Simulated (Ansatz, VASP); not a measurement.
Given: the input of a run of Ansatz 0.2.0 on TePb.

input.yaml

```yaml
crystal:
  lattice:
    - [4.0807831442, 0.0, 0.0]
    - [0.0, 4.0807831442, 0.0]
    - [0.0, 0.0, 4.0807831442]
  atoms:
    - { symbol: Pb, position: [0.0, 0.0, 0.0] }
    - { symbol: Te, position: [0.5, 0.5, 0.5] }
hamiltonian:
  xc: pbe
  pseudopotentials: { kind: paw, azcp: { folder: soft_1 } }
kpoints:
  mp_grid: { grid: [7, 7, 7] }
scf:
  occupations: { method: fermi_dirac, width: 0.05 }
output:
  forces: true
  stress: true
  eigenvalues: true
```

Potentials or basis: Ansatz PAW soft_1.

Run with:

```sh
$ ansatz run input.yaml --threads 1 --pin off --max-ram 3584MiB --backend cpu --events-out ev --progress --plain --runs-dir out
```

Problem. Set up the same calculation for VASP 6.6.1. Potentials there: VASP PAW PBE potentials, release 64 (Pb_d, Te).

Solution. As run (the cutoff follows the program's own potentials):

The input INCAR:

```
PREC = Accurate
ENCUT = 500
EDIFF = 1E-6
ISMEAR = -1
SIGMA = 0.05
LREAL = False
LASPH = True
NELM = 120
ALGO = Normal
ISIF = 2
LWAVE = False
LCHARG = True
GGA = PE
LELF = True
LVHAR = True
NBANDS = 17
GGA_COMPAT = False
```

Contents of KPOINTS:

```
regular mesh
0
Gamma
  7 7 7
```

The input POSCAR:

```
TePb
1.0
    4.0807831442      0.0000000000      0.0000000000
    0.0000000000      4.0807831442      0.0000000000
    0.0000000000      0.0000000000      4.0807831442
Pb Te
1 1
Direct
    0.0000000000      0.0000000000      0.0000000000
    0.5000000000      0.5000000000      0.5000000000
```

Potentials or basis: VASP PAW PBE potentials, release 64 (Pb_d, Te).

Launch:

```bash
$ cat potpaw_PBE.64/Pb_d/POTCAR potpaw_PBE.64/Te/POTCAR > POTCAR
$ mpirun -np 1 vasp_std > vasp.out
```

Both were run:

|  | VASP | Ansatz | Ansatz less VASP |
| --- | --- | --- | --- |
| gap on the k mesh at the Fermi level (eV) | none | none | - |
| pressure (GPa) | -2.2 | -2.1 | +0.09 |

A gap of «none» marks a metal or a gap that the smearing closes. The functional is the same, so the differences come from potentials, cutoffs and numerics. VASP's potentials hold 20 valence electrons a cell and Ansatz's 30, so a difference there can come from the potentials and not from the codes.

Spin-orbit coupling is off throughout.
